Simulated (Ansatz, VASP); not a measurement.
## NaI: VASP beside Ansatz

```
Na I
1.0
     0.00000    3.13931    3.23640
     3.13931    0.00000    3.23640
     3.13931    3.13931    0.00000
Na I
1 1
Direct
  0.00000 0.00000 0.00000
  0.50000 0.50000 0.50000
```

Change from the starting cell: strain -0.030 along x and y, +0.000 along z, atoms carried along.

Alike in both runs: task single point; functional PBEsol; k mesh 6 × 6 × 6; occupations gaussian, width 0.05 eV; no spin polarisation.

|  | VASP | Ansatz |
| --- | --- | --- |
| version | VASP 6.6.1 | Ansatz 0.2.0 |
| potentials or method | VASP PAW PBE potentials, release 64 (Na_pv, I), cutoff 520 eV | scalar-relativistic, plane waves, PAW |
| valence electrons in the cell | 14 | 26 |

VASP gave:

* gap on the k mesh at the Fermi level (eV): 3.65
* least direct gap on the mesh (eV): 3.65
* pressure (GPa): 0.6
* traceless stress, the component that is largest in VASP (GPa): -0.65

Problem. Estimate Ansatz's values.

Solution. gap on the k mesh at the Fermi level (eV): 3.65; least direct gap on the mesh (eV): 3.65; pressure (GPa): 0.6; traceless stress, the component that is largest in VASP (GPa): -0.64.

VASP's potentials were made for PBE, not for PBEsol. The functional is the same, so the differences come from potentials, cutoffs and numerics. VASP's potentials hold 14 valence electrons a cell and Ansatz's 26, so a difference there can come from the potentials and not from the codes.

Neither program's run includes spin-orbit coupling.
